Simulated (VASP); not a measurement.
Write the native input for VASP 6.6.1 that does the following.

- Task: single point
- Functional: PBEsol
- Potentials or basis: VASP PAW PBE potentials, release 64 (Cu, O)
- Cutoff: 600 eV
- k mesh: 8 × 4 × 4
- Occupations: gaussian, width 0.1 eV
- Spin: collinear spin, ferromagnetic start
- Starting moments: [0.0, 1.0, 1.0] μB
- Dipole correction: no
- Further INCAR settings: ALGO = Normal; EDIFF = 1e-06; NBANDS = 22

The structure of CuO2 lies in POSCAR:

```
CuO2
1.0
    2.4212910000      0.0000000000      0.0000000000
    0.0000000000      6.4459520000      0.0000000000
    0.0000000000      0.0000000000      7.0670430000
Cu O
1 2
Direct
    0.0000000000      0.5000000000      0.0000000000
    0.0000000000      0.5000000000      0.4124350000
    0.0000000000      0.5000000000      0.5875650000
```

These files were run (other wordings do the same):

INCAR

```
SYSTEM = CuO2
PREC = Accurate
ENCUT = 600
EDIFF = 1E-6
ISMEAR = 0
SIGMA = 0.1
LREAL = .False.
LASPH = .True.
NELM = 200
ALGO = Normal
ISIF = 2
LWAVE = .False.
LCHARG = .True.
ISPIN = 2
MAGMOM = 0 1 1
LORBIT = 11
LMAXMIX = 4
GGA = PS
LELF = .True.
LVHAR = .True.
NBANDS = 22
GGA_COMPAT = .False.
```

KPOINTS

```
regular mesh
0
Gamma
  8 4 4
  0 0 0
```

Potentials or basis: VASP PAW PBE potentials, release 64 (Cu, O).

Launch:

```sh
$ cat potpaw_PBE.64/Cu/POTCAR potpaw_PBE.64/O/POTCAR > POTCAR
$ mpirun -np 1 vasp_std > vasp.out
```

It gave:

| Property | Result |
| --- | --- |
| Pressure | -1.1 GPa |
| Largest force | 0.191 eV/Å |
| Net moment | 1.08 μB per cell |
| Site moments | Cu -0.02; O +0.46 μB |
| Valence electrons inside the program's atomic spheres | Cu 9.81; O 4.88 |

Caveat: the standard files for N, O and F lose accuracy on very short bonds; the PAW data sets were made with another functional, which shifts forces and pressure a little; a cell with one magnetic atom can't hold antiferromagnetic order, which such compounds often take.

Wall time 5.6 min on 1 thread of AMD EPYC 9755 128-Core Processor (shared host), peak memory 0.37 GiB.
